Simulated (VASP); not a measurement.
Ca: single point with PBEsol

The system is Ca.

```
Ca
1.0
    -2.29619    2.29619    2.31967
     2.29619   -2.29619    2.31967
     2.29619    2.29619   -2.31967
Ca
1
Cartesian
  0.0000 0.0000 2.3197
```

This cell differs from its parent crystal: strained.

* Program: VASP 6.6.1
* Task: single point
* Functional: PBEsol
* Potentials or basis: VASP PAW PBE potentials, release 64 (Ca_sv)
* Cutoff: 500 eV
* k mesh: 14 × 14 × 14
* Occupations: gaussian, width 0.1 eV
* Spin: no spin polarisation
* Dipole correction: no
* Further INCAR settings: ALGO = Normal; EDIFF = 1e-06; NBANDS = 11

```
Pressure               : -2.4 GPa
Band gap on the k mesh : zero (bands 5 and 6 overlap by 0.34 eV)
```

Levels at points of the mesh, in eV from the Fermi level:
| k point | band 2 | band 3 | band 4 | band 5 | band 6 | band 7 | band 8 | band 9 |
| --- | --- | --- | --- | --- | --- | --- | --- | --- |
| (0.00, 0.00, 0.00) | -23.25 | -23.25 | -23.25 | -3.81 | 2.05 | 2.05 | 2.09 | 2.95 |
| (0.50, 0.00, 0.00) | -23.33 | -23.28 | -23.25 | -0.86 | -0.13 | 1.28 | 2.84 | 3.19 |
| (0.50, 0.50, 0.00) | -23.33 | -23.28 | -23.25 | -0.83 | -0.10 | 1.23 | 2.89 | 3.21 |
| (0.50, 0.50, 0.50) | -23.31 | -23.31 | -23.31 | 0.18 | 0.19 | 3.26 | 3.41 | 3.41 |

It took 70 s on 1 thread of Intel(R) Xeon(R) Platinum 8488C (Sapphire Rapids), on a shared host, peak memory 0.26 GiB.

Caveat: the cell differs from its parent crystal (strained); the PAW data sets were made with another functional, which shifts forces and pressure a little.
